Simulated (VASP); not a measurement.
# Si5N: single point with PBE

Si5N:

```
Si N
1.0
     5.85311    0.01051    0.02471
     0.40245    6.04443   -0.03270
     0.89955    2.12977    5.95117
Si N
10 2
Direct
  0.89648 0.92601 0.99609
  0.39538 0.91139 0.01601
  0.94332 0.30752 0.37242
  0.35256 0.25320 0.39548
  0.46074 0.30660 0.01235
  0.88221 0.32549 0.99194
  0.68509 0.99543 0.55954
  0.20392 0.58811 0.79286
  0.78695 0.69636 0.38027
  0.38741 0.63664 0.40493
  0.66825 0.88198 0.85653
  0.17104 0.83796 0.88824
```

| Item | Value |
| --- | --- |
| Program | VASP 6.6.1 |
| Task | single point |
| Functional | PBE |
| Potentials or basis | VASP PAW PBE potentials, release 64 (Si, N) |
| Cutoff | 520 eV |
| k mesh | 6 × 6 × 6 |
| Occupations | gaussian, width 0.02 eV |
| Spin | no spin polarisation |

| Item | Value |
| --- | --- |
| Pressure | -4.6 GPa |
| Largest force | 0.015 eV/Å |
| Band gap on the k mesh | 0.63 eV (least direct gap 0.99 eV) |

Forces in eV/Å, atoms in the order of the input:
```
Si  -0.001 -0.009 -0.006
Si   0.001 -0.007 -0.007
Si  -0.001 -0.002  0.000
Si   0.000  0.003 -0.004
Si  -0.002  0.000  0.001
Si  -0.001 -0.002  0.001
Si   0.002 -0.002  0.001
Si   0.003  0.002  0.000
Si  -0.005  0.002 -0.004
Si   0.004 -0.002  0.002
N    0.001  0.014  0.007
N   -0.001  0.003  0.010
```

Levels at points of the mesh, in eV from the valence-band top:
| k point | band 21 | band 22 | band 23 | band 24 | band 25 | band 26 | band 27 | band 28 | band 29 | band 30 |
| --- | --- | --- | --- | --- | --- | --- | --- | --- | --- | --- |
| (0.00, 0.00, 0.00) | -1.94 | -1.76 | -1.31 | -0.93 | -0.38 | 0.73 | 1.56 | 1.83 | 3.07 | 3.19 |
| (0.50, 0.00, 0.00) | -1.54 | -1.34 | -1.16 | -0.48 | -0.18 | 1.41 | 1.83 | 1.97 | 2.27 | 2.71 |
| (0.00, 0.50, 0.00) | -2.04 | -1.61 | -1.18 | -1.03 | -0.71 | 0.89 | 1.30 | 1.82 | 2.47 | 2.76 |
| (0.50, 0.50, 0.00) | -1.84 | -1.44 | -1.22 | -1.09 | -0.60 | 0.70 | 1.11 | 1.84 | 2.05 | 2.48 |
| (0.00, 0.00, 0.50) | -2.19 | -1.71 | -1.26 | -0.93 | -0.35 | 0.81 | 1.15 | 1.81 | 2.08 | 2.79 |
| (0.50, 0.00, 0.50) | -1.77 | -1.39 | -1.03 | -0.76 | -0.40 | 1.31 | 1.62 | 1.73 | 1.79 | 1.92 |
| (0.00, 0.50, 0.50) | -1.88 | -1.40 | -0.99 | -0.90 | -0.29 | 0.72 | 0.96 | 1.71 | 2.56 | 2.68 |
| (0.50, 0.50, 0.50) | -1.58 | -1.52 | -1.04 | -0.94 | -0.73 | 0.90 | 1.18 | 1.62 | 1.93 | 2.16 |

Run time: 25 min on 1 thread of Oxide Virtual Turin-like Processor, on a shared host, peak memory 0.7 GiB.

Caveat: the cell stands under tension; semilocal functionals underestimate gaps, and a narrow one can read as zero. A k mesh can miss the band edges.
